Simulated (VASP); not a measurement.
Wanted: the native input for a VASP 6.6.1 run.

```
Task                   : single point
Functional             : r2SCAN
Potentials or basis    : VASP PAW PBE potentials, release 64 (Al, Ga_d, N)
Cutoff                 : 520 eV
k mesh                 : 6 × 8 × 4
Occupations            : gaussian, width 0.02 eV
Spin                   : no spin polarisation
Dipole correction      : no
Further INCAR settings : ALGO = Normal; EDIFF = 1e-06; NBANDS = 31
```

Al3GaN4:

```
CELL_PARAMETERS angstrom
4.95860 0.00000 -0.00018
0.00000 3.08124 0.00000
-0.00349 0.00000 5.33416
ATOMIC_POSITIONS crystal
Al 0.50048 0.50000 0.16738
Al 0.00103 0.50000 0.83504
Al 0.00130 0.00000 0.33151
Ga 0.49948 0.00000 0.66606
N 0.11023 0.00000 0.66627
N 0.12257 0.50000 0.16723
N 0.62522 0.50000 0.84071
N 0.62330 0.00000 0.32581
```

These files were run (other wordings do the same):

POSCAR

```
Al3GaN4
1.0
    4.9585950540      0.0000000000     -0.0001776647
    0.0000000000      3.0812412787      0.0000000000
   -0.0034940471      0.0000000000      5.3341635037
Al Ga N
3 1 4
Direct
    0.5004800611      0.5000000000      0.1673767778
    0.0010283673      0.5000000000      0.8350361208
    0.0012955358      0.0000000000      0.3315120122
    0.4994800787      0.0000000000      0.6660613045
    0.1102322112      0.0000000000      0.6662733113
    0.1225657871      0.5000000000      0.1672255560
    0.6252163387      0.5000000000      0.8407101026
    0.6233006201      0.0000000000      0.3258058148
```

INCAR.step1

```
ALGO = Normal ; EDIFF = 1E-4
ENCUT = 520 ; GGA = PE
ISMEAR = 0 ; LASPH = True
LCHARG = False ; LREAL = False
LWAVE = True ; NBANDS = 31
NELM = 100 ; PREC = Accurate
SIGMA = 0.02
```

INCAR.step2

```
ALGO = Normal ; EDIFF = 1E-6
ENCUT = 520 ; ISIF = 2
ISMEAR = 0 ; ISTART = 1
LASPH = True ; LCHARG = False
LMIXTAU = True ; LREAL = False
LWAVE = False ; METAGGA = R2SCAN
NBANDS = 31 ; NELM = 100
PREC = Accurate ; SIGMA = 0.02
```

KPOINTS

```
k-points
0
Gamma
  6 8 4
```

Potentials or basis: VASP PAW PBE potentials, release 64 (Al, Ga_d, N).

The run is started by

```sh
$ cat potpaw_PBE.64/Al/POTCAR potpaw_PBE.64/Ga_d/POTCAR potpaw_PBE.64/N/POTCAR > POTCAR
$ cp INCAR.step1 INCAR
$ mpirun -np 1 vasp_std > vasp.out
$ cp INCAR.step2 INCAR
$ mpirun -np 1 vasp_std > vasp.out
```

It gave:

| Quantity | Value |
| --- | --- |
| Pressure | 10.1 GPa |
| Largest force | 0.095 eV/Å |
| Band gap on the k mesh | 4.53 eV |

Caveat: the cell stands under pressure; the PAW data sets were made with another functional, which shifts forces and pressure a little.

It took 5.9 min on 1 thread of Intel(R) Xeon(R) Platinum 8488C (Sapphire Rapids), with other jobs on the host, peak memory 0.3 GiB.
